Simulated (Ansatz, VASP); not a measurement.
Two plane-wave programs on BN

```xyz
4
Lattice="2.5009 0.0000 0.0000 -1.2505 2.1659 0.0000 0.0000 0.0000 7.1492" Properties=species:S:1:pos:R:3 pbc="T T T"
B     0.0000    1.4439    1.7873
B     1.2505    0.7220    5.3619
N     0.0000    1.4439    5.3619
N     1.2505    0.7220    1.7873
```

Change from the starting cell: strain along c alone, the other axes held, atoms relaxed: +4.0 %.

Alike in both runs: task single point; functional r2SCAN; k mesh 12 × 12 × 4; occupations gaussian, width 0.02 eV; no spin polarisation.

|  | VASP | Ansatz |
| --- | --- | --- |
| version | VASP 6.6.1 | Ansatz 0.2.0 |
| potentials or method | VASP PAW PBE potentials, release 64 (B, N), cutoff 520 eV | scalar-relativistic, plane waves, PAW |
| valence electrons in the cell | 16 | 16 |

|  | VASP | Ansatz | Ansatz less VASP |
| --- | --- | --- | --- |
| gap on the k mesh at the Fermi level (eV) | 4.98 | 4.95 | -0.039 |
| least direct gap on the mesh (eV) | 5.38 | 5.32 | -0.061 |
| pressure (GPa) | 0.1 | -0.2 | -0.36 |
| traceless stress, the component that is largest in VASP (GPa) | -1.00 | -0.37 | +0.635 |

VASP's potentials were made for PBE, not for r2SCAN. The functional is the same, so the differences come from potentials, cutoffs and numerics.
